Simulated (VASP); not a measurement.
Crystal: In2GaP3.

```
In Ga P
1.0
     3.18646    1.83971    4.13467
    -3.18646    1.83971    4.13467
     0.00000   -3.67941    4.13467
In Ga P
2 1 3
Direct
  0.29998 0.29998 0.29998
  0.70002 0.70002 0.70002
  0.00000 0.00000 0.00000
  0.50000 0.50000 0.00000
  0.00000 0.50000 0.50000
  0.50000 0.00000 0.50000
```

- Program: VASP 6.6.1
- Task: relaxation of cell and atoms
- Functional: PBE
- Potentials or basis: VASP PAW PBE potentials, release 64 (In_d, Ga_d, P)
- Cutoff: 600 eV
- k mesh: 3 × 3 × 3
- Occupations: gaussian, width 0.1 eV
- Spin: no spin polarisation

At the start: pressure 71.1 GPa; volume 24.24 Å³/atom.

Task: Where does the relaxation end?

Result: Over 28 steps the energy falls by 3255.4 meV/atom and the volume is 31.07 Å³/atom (+28.2 %); space group R-3m (No. 166, to 0.05 Å).

Step by step:
| step | energy change (eV) | largest force (eV/Å) | pressure (GPa) | volume (Å³) |
| --- | --- | --- | --- | --- |
| 1 | 0.0000 | 9.8374 | 71.13 | 145.43 |
| 2 | -11.9588 | 0.5203 | -4.76 | 472.29 |
| 3 | -18.3663 | 0.0468 | -2.25 | 263.08 |
| 4 | -18.4426 | 0.0066 | -1.84 | 257.54 |
| 5 | -18.5330 | 0.1815 | -0.03 | 240.22 |
| 6 | -18.5374 | 0.1305 | -0.47 | 243.60 |
| 7 | -18.5636 | 0.1711 | -0.43 | 240.48 |
| 8 | -18.6541 | 0.3037 | -0.30 | 231.11 |
| 9 | -18.9059 | 0.5415 | 0.11 | 212.35 |
| 10 | -19.0725 | 0.8710 | 4.10 | 174.79 |
| 11 | -19.1234 | 0.4779 | 0.70 | 199.07 |
| 12 | -19.2522 | 0.1091 | 1.84 | 186.93 |
| 13 | -19.2671 | 0.0002 | 1.85 | 186.32 |
| 14 | -19.2792 | 0.2102 | 1.88 | 185.24 |
| 15 | -19.2925 | 0.2177 | 1.62 | 186.34 |
| 16 | -19.3228 | 0.2346 | 0.94 | 189.65 |
| 17 | -19.3416 | 0.2615 | -0.31 | 196.40 |
| 18 | -19.3421 | 0.2584 | -0.14 | 195.44 |
| 19 | -19.3447 | 0.2548 | -0.16 | 195.38 |
| 20 | -19.3522 | 0.2447 | -0.15 | 195.22 |
| 21 | -19.3670 | 0.2261 | -0.17 | 194.88 |
| 22 | -19.3955 | 0.2013 | -0.16 | 194.17 |
| 23 | -19.4493 | 0.1789 | -0.28 | 192.64 |
| 24 | -19.5237 | 0.1187 | -0.46 | 189.11 |
| 25 | -19.5230 | 0.0311 | 0.75 | 182.66 |
| 26 | -19.5313 | 0.0497 | 0.10 | 185.91 |
| 27 | -19.5313 | 0.0470 | 0.14 | 185.84 |
| 28 | -19.5322 | 0.0053 | 0.06 | 186.40 |

Final structure:
```
In Ga P
1.0
     4.31116    2.48905    2.89512
    -4.31116    2.48905    2.89512
     0.00000   -4.97810    2.89512
In Ga P
2 1 3
Direct
  0.31741 0.31741 0.31741
  0.68259 0.68259 0.68259
  0.00000 0.00000 0.00000
  0.50000 0.50000 0.00000
  0.00000 0.50000 0.50000
  0.50000 0.00000 0.50000
```

Caveat: the k points lie up to 0.37 Å⁻¹ apart in the final cell; the volume moved by over 15 % at a fixed basis, so the end points are rough; spin-orbit coupling is left out, which moves the levels of the heavy elements.
